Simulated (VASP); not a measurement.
A run of VASP 6.6.1 is set up as follows.

The input INCAR:

```
  ALGO = Normal
  EDIFF = 1E-7
  ENCUT = 520
  GGA = PE
  ISIF = 2
  ISMEAR = 0
  LASPH = T
  LCHARG = F
  LREAL = F
  LWAVE = F
  NBANDS = 33
  NELM = 80
  PREC = Accurate
  SIGMA = 0.05
```

Contents of KPOINTS:

```
k-points
0
Gamma
  8 8 10
```

File POSCAR:

```
TiO2
1.0
    4.8139289000      0.0000000000      0.0000000000
    0.0000000000      4.8139289000      0.0000000000
    0.0000000000      0.0000000000      3.1988557541
Ti O
2 4
Direct
    0.0000000000      0.0000000000      0.0000000000
    0.5000000000      0.5000000000      0.5000000000
    0.3050970583      0.3050970583      0.0000000000
    0.1949029417      0.8050970583      0.5000000000
    0.6949029417      0.6949029417      0.0000000000
    0.8050970583      0.1949029417      0.5000000000
```

Potentials or basis: VASP PAW PBE potentials, release 64 (Ti_sv, O).

Run with:

```bash
$ cat potpaw_PBE.64/Ti_sv/POTCAR potpaw_PBE.64/O/POTCAR > POTCAR
$ mpirun -np 1 vasp_std > vasp.out
```

(1) Predict the largest force.

(2) Estimate the band gap on the k mesh.

Results:

(1) 0.389 eV/Å.

(2) 1.42 eV, direct.
